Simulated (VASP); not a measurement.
# W (Pm-3m) in VASP: a series of runs

Runs on W. Level: LDA. Tasks: single point.

Program: VASP 6.6.1. These are calculated values, not measurements. Logs are shortened: lines on timing, memory, paths and dates and some standing lists are left out, and cuts for length are marked.

### 1 The cell of the first run

Symmetry: Pm-3m, No. 221, cubic system. The conventional cell has a = 2.087 Å, b = 2.087 Å, c = 2.087 Å, α = 90.00°, β = 90.00°, γ = 90.00°. Within 2.8 Å of W (site symmetry m-3m) lie 6 W at 2.09 Å.

### 2 Single point, LDA

File INCAR:

```
PREC     = Accurate       # precision mode
ENCUT    = 520            # plane-wave cutoff, eV
EDIFF    = 1E-6           # SCF threshold, eV
ISMEAR   = -1             # smearing method
SIGMA    = 0.08           # smearing width, eV
LREAL    = False          # projectors in reciprocal space
LASPH    = True           # aspherical terms in the spheres
NELM     = 60             # most SCF steps
ALGO     = Normal         # electronic algorithm
ISIF     = 2              # what is computed and relaxed
LWAVE    = False          # write WAVECAR
LCHARG   = False          # write CHGCAR
GGA      = CA             # functional
NBANDS   = 13             # bands
```

File KPOINTS:

```
Automatic mesh
0
Gamma
  15 15 15
  0.5 0.5 0.5
```

File POSCAR:

```
W
1.0
    2.0871465868      0.0000000000      0.0000000000
    0.0000000000      2.0871465868      0.0000000000
    0.0000000000      0.0000000000      2.0871465868
W
1
Direct
    0.0000000000      0.0000000000      0.0000000000
```

Potentials or basis: VASP PAW LDA potentials, release 64 (W_sv).

The run is started by

```sh
> cat potpaw_LDA.64/W_sv/POTCAR > POTCAR
> mpirun -np 1 vasp_std > vasp.out
```

OUTCAR:

```text
PREC = Accurate
   ENCUT = 520
   EDIFF = 1E-6
   ISMEAR = -1
   LREAL = False
   LASPH = True
   NELM = 60
   ISIF = 2
   GGA = CA

 ion  position               nearest neighbor table
   1  0.000  0.000  0.000-

  LATTYP: Found a simple cubic cell.
 ALAT       =     2.0871465868

  Lattice vectors:

 A1 = (   2.0871465868,   0.0000000000,   0.0000000000)
 A2 = (   0.0000000000,   2.0871465868,   0.0000000000)
 A3 = (   0.0000000000,   0.0000000000,   2.0871465868)

Analysis of symmetry for initial positions (statically):
=====================================================================
 Subroutine PRICEL returns:
 Original cell was already a primitive cell.

 Routine SETGRP: Setting up the symmetry group for a
 simple cubic supercell.

 Subroutine GETGRP returns: Found 48 space group operations
 (whereof 48 operations were pure point group operations)
 out of a pool of 48 trial point group operations.

The static configuration has the point symmetry O_h .

Analysis of symmetry for dynamics (positions and initial velocities):
=====================================================================
 Subroutine PRICEL returns:
 Original cell was already a primitive cell.

 Routine SETGRP: Setting up the symmetry group for a
 simple cubic supercell.

 Subroutine GETGRP returns: Found 48 space group operations
 (whereof 48 operations were pure point group operations)
 out of a pool of 48 trial point group operations.

The dynamic configuration has the point symmetry O_h .

 Subroutine INISYM returns: Found 48 space group operations
 (whereof 48 operations are pure point group operations),
 and found     1 'primitive' translations

----------------------------------------------------------------------------------------

                                     Primitive cell

  volume of cell :       9.0920

  direct lattice vectors                    reciprocal lattice vectors
     2.087146587  0.000000000  0.000000000     0.479123032  0.000000000  0.000000000
     0.000000000  2.087146587  0.000000000     0.000000000  0.479123032  0.000000000
     0.000000000  0.000000000  2.087146587     0.000000000  0.000000000  0.479123032

  length of vectors
     2.087146587  2.087146587  2.087146587     0.479123032  0.479123032  0.479123032

  position of ions in fractional coordinates (direct lattice)
[... 76 lines left out ...]
   NELM   =     60;   NELMIN=  2; NELMDL= -5     # of ELM steps
   EDIFF  = 0.1E-05   stopping-criterion for ELM
   LREAL  =      F    real-space projection
   EDIFFG = 0.1E-04   stopping-criterion for IOM
   NSW    =      0    number of steps for IOM
   IBRION =     -1    ionic relax: 0-MD 1-quasi-New 2-CG
   NFREE  =      0    steps in history (QN), initial steepest desc. (CG)
   ISIF   =      2    stress and relaxation
   ISYM   =      2    0-nonsym 1-usesym 2-fastsym
   POTIM  = 0.5000    time-step for ionic-motion
   TEBEG  =    0.0;   TEEND  =   0.0 temperature during run
   PSTRESS=    0.0 pullay stress
   NELECT =      14.0000    total number of electrons
   NUPDOWN=      -1.0000    fix difference up-down
   EMIN   =  10.00;   EMAX   =-10.00  energy-range for DOS
   EFERMI =   0.00;   METHOD = LEGACY
   ISMEAR =    -1;   SIGMA  =   0.08  broadening in eV -4-tet -1-fermi 0-gaus
   EFERMI_NEDOS =   21; number of points for ismear=-14 and -15
   IALGO  =     38    algorithm
   IMIX   =      4    mixing-type and parameters
     AMIX     =   0.40;   BMIX     =  1.00
     AMIX_MAG =   1.60;   BMIX_MAG =  1.00
  volume/ion in A,a.u.               =       9.09        61.36
  Fermi-wavevector in a.u.,A,eV,Ry     =   1.890447  3.572427 48.624374  3.573791
  Thomas-Fermi vector in A             =   2.931812
   LORBIT       =      0    0 simple, 1 ext, 2 COOP (PROOUT), +10 PAW based schemes
   GGA     = CA    functional components
   LHFCALC =     F    Hartree Fock is set to
   AEXX    =    0.0000 exact exchange contribution
   IVDW    =     0    specifies the selected vdW correction
   LEPSILON=     F    determine dielectric tensor
   LRPA    =     F    only Hartree local field effects (RPA)
 non-spin polarized calculation
  energy-cutoff  :      520.00
  volume of cell :        9.09
 maximum number of plane-waves:       280
 NGX is ok and might be reduce to    16
   NGX =  7   NGY =  7   NGZ =  7

 number of electron      14.0000004 magnetization

 Free energy of the ion-electron system (eV)
  ---------------------------------------------------
  ext. energy  EPLUGINS =         0.00000000
  ---------------------------------------------------
  free energy    TOTEN  =        -3.24756107 eV

  energy without entropy =       -3.23220167  energy(sigma->0) =       -3.23988137

 E-fermi :  21.5610     XC(G=0): -17.0779

 val. band max:       21.5378777807   @ k =   0.5000   0.4333   0.1667
 cond. band min:      21.5893080377   @ k =   0.5000   0.5000   0.1667
 fundamental gap:      0.0514302570
 Fermi energy:        21.5610447953

 k-point     1 :       0.0333    0.0333    0.0333
  band No.  band energies     occupation
      1     -54.1838      2.00000
      2     -14.7483      2.00000
      3     -14.7315      2.00000
      4     -14.7315      2.00000
      5      10.4454      2.00000
      6      11.5289      2.00000
      7      11.5289      2.00000
      8      31.9704      0.00000
      9      32.1584      0.00000
     10      32.1584      0.00000
     11      44.2215      0.00000
     12      44.2397      0.00000
     13      44.2397      0.00000
[... 354 lines left out ...]
  band No.  band energies     occupation
      1     -52.6869      2.00000
      2     -20.9693      2.00000
      3     -17.7654      2.00000
      4     -13.6058      2.00000
      5      13.4637      2.00000
      6      15.0468      2.00000
      7      22.0172      0.00666
      8      23.6009      0.00000
      9      27.9336      0.00000
     10      28.0978      0.00000
     11      38.0238      0.00000
     12      43.5573      0.00000
     13      45.8911      0.00000

 [... further k-points ...]
[... 5 lines left out ...]
  --------------------------------------------------------------------------------------
  -------------------------------------------------------------------------------------
  Total       35.7774398     35.7774398     35.7774398      0.0000000      0.0000000      0.0000000
  in kB     6304.6500623   6304.6500623   6304.6500623      0.0000000      0.0000000      0.0000000
  external PRESSURE =    6304.6500623 kB  Pullay stress =       0.0000000 kB

 VOLUME and BASIS-vectors are now :
 -----------------------------------------------------------------------------
  energy-cutoff  :      520.00
  volume of cell :        9.09
      direct lattice vectors                 reciprocal lattice vectors
     2.087146587  0.000000000  0.000000000     0.479123032  0.000000000  0.000000000
     0.000000000  2.087146587  0.000000000     0.000000000  0.479123032  0.000000000
     0.000000000  0.000000000  2.087146587     0.000000000  0.000000000  0.479123032

 POSITION                                       TOTAL-FORCE (eV/Angst)
 -----------------------------------------------------------------------------------
      0.00000      0.00000      0.00000         0.000000      0.000000      0.000000
 -----------------------------------------------------------------------------------
    total drift:                                0.000000      0.000000      0.000000

  FREE ENERGIE OF THE ION-ELECTRON SYSTEM (eV)
  ---------------------------------------------------
  free  energy   TOTEN  =        -3.2475610730 eV

  energy  without entropy=       -3.2322016706  energy(sigma->0) =       -3.23988137
```

Run time: 9.1 s. Hardware: 1 thread of AMD EPYC 7R43 (Zen 3), shared host; peak memory 0.08 GiB.

The run converged, but its numbers aren't listed here, since they failed a check.

Caveat: spin-orbit coupling is left out, which moves the levels of the heavy elements.

### 3 Single point, LDA (volume scaled by 0.6)

File INCAR:

```
PREC = Accurate ; ENCUT = 520
EDIFF = 1E-7 ; ISMEAR = -1
SIGMA = 0.08 ; LREAL = F
LASPH = T ; NELM = 80
ALGO = Normal ; ISIF = 2
LWAVE = F ; LCHARG = F
NBANDS = 13
```

File KPOINTS:

```
regular mesh
0
Gamma
  15 15 15
```

File POSCAR:

```
W
1.0
    2.1891167344      0.0000000000      0.0000000000
    0.0000000000      2.1891167344      0.0000000000
    0.0000000000      0.0000000000      2.1891167344
W
1
Direct
    0.0000000000      0.0000000000      0.0000000000
```

Potentials or basis: VASP PAW LDA potentials, release 64 (W_sv).

The run is started by

```sh
> cat potpaw_LDA.64/W_sv/POTCAR > POTCAR
> mpirun -np 1 vasp_std > vasp.out
```

OUTCAR:

```text
PREC = Accurate
   ENCUT = 520
   EDIFF = 1E-7
   ISMEAR = -1
   LREAL = F
   LASPH = T
   NELM = 80
   ISIF = 2

 ion  position               nearest neighbor table
   1  0.000  0.000  0.000-

  LATTYP: Found a simple cubic cell.
 ALAT       =     2.1891167344

  Lattice vectors:

 A1 = (   2.1891167344,   0.0000000000,   0.0000000000)
 A2 = (   0.0000000000,   2.1891167344,   0.0000000000)
 A3 = (   0.0000000000,   0.0000000000,   2.1891167344)

Analysis of symmetry for initial positions (statically):
[... 552 lines left out ...]
      6      13.0571      2.00000
      7      16.8301      2.00000
      8      21.2342      0.00000
      9      21.9438      0.00000
     10      24.9706      0.00000
     11      33.2200      0.00000
     12      38.8511      0.00000
     13      40.2356      0.00000

 [... further k-points ...]
[... 5 lines left out ...]
  --------------------------------------------------------------------------------------
  -------------------------------------------------------------------------------------
  Total       23.7409468     23.7409468     23.7409468      0.0000000     -0.0000000      0.0000000
  in kB     3625.7833839   3625.7833839   3625.7833839      0.0000000     -0.0000000      0.0000000
  external PRESSURE =    3625.7833839 kB  Pullay stress =       0.0000000 kB

 VOLUME and BASIS-vectors are now :
 -----------------------------------------------------------------------------
  energy-cutoff  :      520.00
  volume of cell :       10.49
      direct lattice vectors                 reciprocal lattice vectors
     2.189116734  0.000000000  0.000000000     0.456805242  0.000000000  0.000000000
     0.000000000  2.189116734  0.000000000     0.000000000  0.456805242  0.000000000
     0.000000000  0.000000000  2.189116734     0.000000000  0.000000000  0.456805242

 POSITION                                       TOTAL-FORCE (eV/Angst)
 -----------------------------------------------------------------------------------
      0.00000      0.00000      0.00000         0.000000      0.000000      0.000000
 -----------------------------------------------------------------------------------
    total drift:                                0.000000      0.000000      0.000000

  FREE ENERGIE OF THE ION-ELECTRON SYSTEM (eV)
  ---------------------------------------------------
  free  energy   TOTEN  =        -7.5416545756 eV

  energy  without entropy=       -7.5291402955  energy(sigma->0) =       -7.53539744
```

OSZICAR:

```text
N       E                     dE             d eps       ncg     rms          rms(c)
DAV:   1     0.861070587982E+02    0.86107E+02   -0.73934E+03  3207   0.130E+03
DAV:   2    -0.652581172708E+01   -0.92633E+02   -0.88375E+02  3410   0.326E+02
DAV:   3    -0.788784935747E+01   -0.13620E+01   -0.13569E+01  3605   0.378E+01
DAV:   4    -0.789111832776E+01   -0.32690E-02   -0.32689E-02  3500   0.202E+00
DAV:   5    -0.789113234714E+01   -0.14019E-04   -0.14018E-04  3570   0.126E-01    0.491E+01
DAV:   6    -0.765220849401E+01    0.23892E+00   -0.40847E-02  3300   0.266E+00    0.273E+01
DAV:   7    -0.754258521299E+01    0.10962E+00   -0.46519E-02  3355   0.268E+00    0.562E-01
DAV:   8    -0.754162468810E+01    0.96052E-03   -0.23717E-03  3365   0.695E-01    0.256E-02
DAV:   9    -0.754164698424E+01   -0.22296E-04   -0.34374E-05  3530   0.749E-02    0.107E-02
DAV:  10    -0.754165456559E+01   -0.75813E-05   -0.22204E-06  3550   0.172E-02    0.925E-03
DAV:  11    -0.754165457556E+01   -0.99703E-08   -0.19490E-08  2220   0.163E-03
   1 F= -.75416546E+01 E0= -.75353974E+01  d E =-.125143E-01
```

stdout:

```text
POSCAR found type information on POSCAR W
 POSCAR found :  1 types and       1 ions
 scaLAPACK will be used
 LDA part: xc-table for (Slater(with rela. corr.)+CA(PZ))
 , standard interpolation
 POSCAR, INCAR and KPOINTS ok, starting setup
 FFT: planning ... GRIDC
 FFT: planning ... GRID_SOFT
 FFT: planning ... GRID
 WAVECAR not read
 entering main loop
```

Run time: 8.5 s. Hardware: 1 thread of AMD EPYC 7R43 (Zen 3), shared host; peak memory 0.08 GiB.

Results:

| Property | Result |
| --- | --- |
| Free energy | -7.5417 eV |
| Pressure | 362.6 GPa |
| Band gap on the k mesh | zero (band 7 reaches 21.68 eV, above the bottom of band 8 at 16.66 eV) |

Levels at points of the mesh, in eV from the Fermi level:
| k point | band 5 | band 6 | band 7 | band 8 | band 9 | band 10 |
| --- | --- | --- | --- | --- | --- | --- |
| (0.00, 0.00, 0.00) | -11.13 | -8.76 | -8.76 | 9.24 | 9.24 | 9.24 |

Caveat: spin-orbit coupling is left out, which moves the levels of the heavy elements.

### 4 Single point, LDA (volume scaled by 0.6)

File INCAR:

```
ALGO = Normal
EDIFF = 1E-6
ENCUT = 520
GGA = CA
ISIF = 2
ISMEAR = -1
LASPH = T
LCHARG = F
LREAL = F
LWAVE = F
NBANDS = 13
NELM = 100
PREC = Accurate
SIGMA = 0.08
```

File KPOINTS:

```
k-points
0
Gamma
  15 15 15
```

POSCAR is that of step 3.

The run is started by

```sh
> cat potpaw_LDA.64/W_sv/POTCAR > POTCAR
> mpirun -np 1 vasp_std > vasp.out
```

Wall time 7.5 s (1 thread of AMD EPYC 7R43 (Zen 3), shared host); peak memory 0.08 GiB.

The run converged. Its results:

```
Free energy            : -7.5417 eV
Pressure               : 362.6 GPa
Band gap on the k mesh : zero (band 7 reaches 21.68 eV, above the bottom of band 8 at 16.66 eV)
```

Levels at points of the mesh, in eV from the Fermi level:
| k point | band 5 | band 6 | band 7 | band 8 | band 9 | band 10 |
| --- | --- | --- | --- | --- | --- | --- |
| (0.00, 0.00, 0.00) | -11.13 | -8.76 | -8.76 | 9.24 | 9.24 | 9.24 |

Caveat: spin-orbit coupling is left out, which moves the levels of the heavy elements.

### 5 Single point, LDA (volume scaled by 0.68)

File INCAR:

```
  ALGO = Normal
  EDIFF = 1E-6
  ENCUT = 520
  ISIF = 2
  ISMEAR = -1
  LASPH = T
  LCHARG = F
  LREAL = F
  LWAVE = F
  NBANDS = 13
  NELM = 100
  PREC = Accurate
  SIGMA = 0.08
```

KPOINTS is that of step 4.

File POSCAR:

```
W
1.0
    2.2823809914      0.0000000000      0.0000000000
    0.0000000000      2.2823809914      0.0000000000
    0.0000000000      0.0000000000      2.2823809914
W
1
Direct
    0.0000000000      0.0000000000      0.0000000000
```

The run is started by

```sh
> cat potpaw_LDA.64/W_sv/POTCAR > POTCAR
> mpirun -np 1 vasp_std > vasp.out
```

Wall time 13 s (1 thread of AMD EPYC 7R43 (Zen 3), shared host); peak memory 0.09 GiB.

The run converged. Its results:

```
Free energy            : -9.9819 eV
Pressure               : 209.7 GPa
Band gap on the k mesh : zero (band 7 reaches 18.90 eV, above the bottom of band 8 at 14.41 eV)
```

Levels at points of the mesh, in eV from the Fermi level:
| k point | band 4 | band 5 | band 6 | band 7 | band 8 | band 9 | band 10 | band 11 |
| --- | --- | --- | --- | --- | --- | --- | --- | --- |
| (0.00, 0.00, 0.00) | -36.74 | -10.67 | -7.53 | -7.53 | 7.97 | 7.97 | 7.97 | 18.93 |

Caveat: spin-orbit coupling is left out, which moves the levels of the heavy elements.

### 6 Single point, LDA (volume scaled by 0.76)

File INCAR:

```
ALGO = Normal
EDIFF = 1E-7
ENCUT = 520
ISIF = 2
ISMEAR = -1
LASPH = T
LCHARG = T
LELF = T
LREAL = F
LVHAR = T
LWAVE = F
NBANDS = 13
NELM = 100
PREC = Accurate
SIGMA = 0.08
```

KPOINTS is that of step 5.

File POSCAR:

```
W
1.0
    2.3685889645      0.0000000000      0.0000000000
    0.0000000000      2.3685889645      0.0000000000
    0.0000000000      0.0000000000      2.3685889645
W
1
Direct
    0.0000000000      0.0000000000      0.0000000000
```

Potentials or basis: VASP PAW LDA potentials, release 64 (W_sv).

The run is started by

```sh
> cat potpaw_LDA.64/W_sv/POTCAR > POTCAR
> mpirun -np 1 vasp_std > vasp.out
```

OUTCAR:

```text
EDIFF = 1E-7
   ENCUT = 520
   ISIF = 2
   ISMEAR = -1
   LASPH = T
   LREAL = F
   NELM = 100
   PREC = Accurate

 ion  position               nearest neighbor table
   1  0.000  0.000  0.000-

  LATTYP: Found a simple cubic cell.
 ALAT       =     2.3685889645

  Lattice vectors:

 A1 = (   2.3685889645,   0.0000000000,   0.0000000000)
 A2 = (   0.0000000000,   2.3685889645,   0.0000000000)
 A3 = (   0.0000000000,   0.0000000000,   2.3685889645)

Analysis of symmetry for initial positions (statically):
[... 556 lines left out ...]
      9      16.4381      0.00000
     10      19.1270      0.00000
     11      26.7921      0.00000
     12      31.8043      0.00000
     13      33.5371      0.00000

 [... further k-points ...]
[... 5 lines left out ...]
  --------------------------------------------------------------------------------------
  -------------------------------------------------------------------------------------
  Total        9.8578360      9.8578360      9.8578360     -0.0000000     -0.0000000      0.0000000
  in kB     1188.5653522   1188.5653522   1188.5653522     -0.0000000     -0.0000000      0.0000000
  external PRESSURE =    1188.5653522 kB  Pullay stress =       0.0000000 kB

 VOLUME and BASIS-vectors are now :
 -----------------------------------------------------------------------------
  energy-cutoff  :      520.00
  volume of cell :       13.29
      direct lattice vectors                 reciprocal lattice vectors
     2.368588964  0.000000000  0.000000000     0.422192290  0.000000000  0.000000000
     0.000000000  2.368588964  0.000000000     0.000000000  0.422192290  0.000000000
     0.000000000  0.000000000  2.368588964     0.000000000  0.000000000  0.422192290

 POSITION                                       TOTAL-FORCE (eV/Angst)
 -----------------------------------------------------------------------------------
      0.00000      0.00000      0.00000         0.000000      0.000000      0.000000
 -----------------------------------------------------------------------------------
    total drift:                                0.000000      0.000000     -0.000000

  FREE ENERGIE OF THE ION-ELECTRON SYSTEM (eV)
  ---------------------------------------------------
  free  energy   TOTEN  =       -11.3844276120 eV

  energy  without entropy=      -11.3601238490  energy(sigma->0) =      -11.37227573
```

It took 15 s on 1 thread of AMD EPYC 7R43 (Zen 3), shared host; peak memory 0.09 GiB.

Results:

* Free energy: -11.3844 eV
* Pressure: 118.9 GPa
* Band gap on the k mesh: zero (band 7 reaches 16.39 eV, above the bottom of band 8 at 12.80 eV)

Caveat: spin-orbit coupling is left out, which moves the levels of the heavy elements.

### 7 The runs side by side

```csv
cell,gap on the mesh (eV),pressure (GPa)
"a = 2.189 Å, 1 atom",none,362.6
"a = 2.282 Å, 1 atom",none,209.7
"a = 2.369 Å, 1 atom",none,118.9
```

Alike in all rows: task single point; level LDA; potentials or basis VASP PAW LDA potentials, release 64 (W_sv); no spin polarisation; k mesh 15 × 15 × 15; cutoff (eV) 520; smearing fermi-dirac 0.08 eV.

Caveats: spin-orbit coupling is left out, which moves the levels of the heavy elements.

Absolute energies hang on the potentials; compare differences alone.
